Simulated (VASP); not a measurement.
Wanted: the native input for a VASP 6.6.1 run.

| Property | Result |
| --- | --- |
| Task | single point |
| Functional | r2SCAN |
| Potentials or basis | VASP PAW PBE potentials, release 64 (Cl) |
| Cutoff | 520 eV |
| k mesh | 4 × 4 × 2 |
| Occupations | gaussian, width 0.01 eV |
| Spin | no spin polarisation |
| Dipole correction | no |
| Further INCAR settings | ALGO = Normal; EDIFF = 1e-06; NBANDS = 22 |

The system is Cl.

```
Cl
1.0
     3.12524   -2.00725    0.00000
     3.12524    2.00725    0.00000
     0.00000    0.00000    8.14656
Cl
4
Cartesian
  3.1252 -1.5080 4.9489
  3.1252 1.5080 3.1977
  3.1252 -0.4993 0.8756
  3.1252 0.4993 7.2710
```

These files were run (other wordings do the same):

POSCAR

```
Cl
1.0
    3.1252371057     -2.0072452166      0.0000000000
    3.1252371057      2.0072452166      0.0000000000
    0.0000000000      0.0000000000      8.1465598679
Cl
4
Direct
    0.8756350467      0.1243649533      0.6074783337
    0.1243649533      0.8756350467      0.3925216663
    0.6243649533      0.3756350467      0.1074783337
    0.3756350467      0.6243649533      0.8925216663
```

INCAR.step1

```
ALGO = Normal
EDIFF = 1E-4
ENCUT = 520
GGA = PE
ISMEAR = 0
LASPH = True
LCHARG = False
LREAL = False
LWAVE = True
NBANDS = 22
NELM = 60
PREC = Accurate
SIGMA = 0.01
```

INCAR.step2

```
ALGO = Normal
EDIFF = 1E-6
ENCUT = 520
ISIF = 2
ISMEAR = 0
ISTART = 1
LASPH = True
LCHARG = False
LMIXTAU = True
LREAL = False
LWAVE = False
METAGGA = R2SCAN
NBANDS = 22
NELM = 60
PREC = Accurate
SIGMA = 0.01
```

KPOINTS

```
k-points
0
Gamma
  4 4 2
```

Potentials or basis: VASP PAW PBE potentials, release 64 (Cl).

Command:

```sh
$ cat potpaw_PBE.64/Cl/POTCAR > POTCAR
$ cp INCAR.step1 INCAR
$ mpirun -np 1 vasp_std > vasp.out
$ cp INCAR.step2 INCAR
$ mpirun -np 1 vasp_std > vasp.out
```

It gave:

```yaml
Pressure: 0.3 GPa
Largest_force: 0.238 eV/Å
Band_gap_on_the_k_mesh: 2.60 eV
```

Caveat: the k points lie up to 0.47 Å⁻¹ apart; the PAW data sets were made with another functional, which shifts forces and pressure a little.

It took 110 s on 1 thread of Intel Xeon 8259CL (shared host), peak memory 0.22 GiB.
